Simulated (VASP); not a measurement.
## LiF: single point with PBE-based screened hybrid with 50 % exact exchange

LiF:

```
CELL_PARAMETERS angstrom
0.00000 2.14461 2.14461
2.14461 0.00000 2.14461
2.14461 2.14461 0.00000
ATOMIC_POSITIONS crystal
Li 0.00000 0.00000 0.00000
F 0.25000 0.25000 0.25000
```

```
Program                            : VASP 6.6.1
Task                               : single point
Functional                         : PBE-based screened hybrid with 50 % exact exchange
Potentials or basis                : VASP PAW PBE potentials, release 64 (Li_sv, F)
Cutoff                             : 520 eV
k mesh                             : 4 × 4 × 4
Occupations                        : gaussian, width 0.01 eV
Spin                               : no spin polarisation
Dipole correction                  : no
Grid for exact exchange (PRECFOCK) : Normal
Share of exact exchange            : 0.5
Further INCAR settings             : ALGO = Normal; EDIFF = 1e-07; NBANDS = 12
Screening parameter                : 0.5 1/Å
```

```yaml
Band_gap_on_the_k_mesh: 10.75 eV
```

Levels at points of the mesh, in eV from the valence-band top:
```csv
k point,band 3,band 4,band 5,band 6,band 7,band 8
"(0.00, 0.00, 0.00)",0.00,0.00,0.00,10.75,22.73,22.73
"(0.50, 0.00, 0.00)",-2.00,-0.27,-0.27,14.97,18.08,22.32
"(0.50, 0.50, 0.00)",-1.46,-0.82,-0.82,13.48,19.10,22.99
```

Run time: 57 s on 1 thread of Intel(R) Xeon(R) Platinum 8559C (Emerald Rapids) (shared host), peak memory 0.23 GiB.

Caveat: the k points lie up to 0.63 Å⁻¹ apart; the structure was generated, so it needn't be the stable form of LiF.
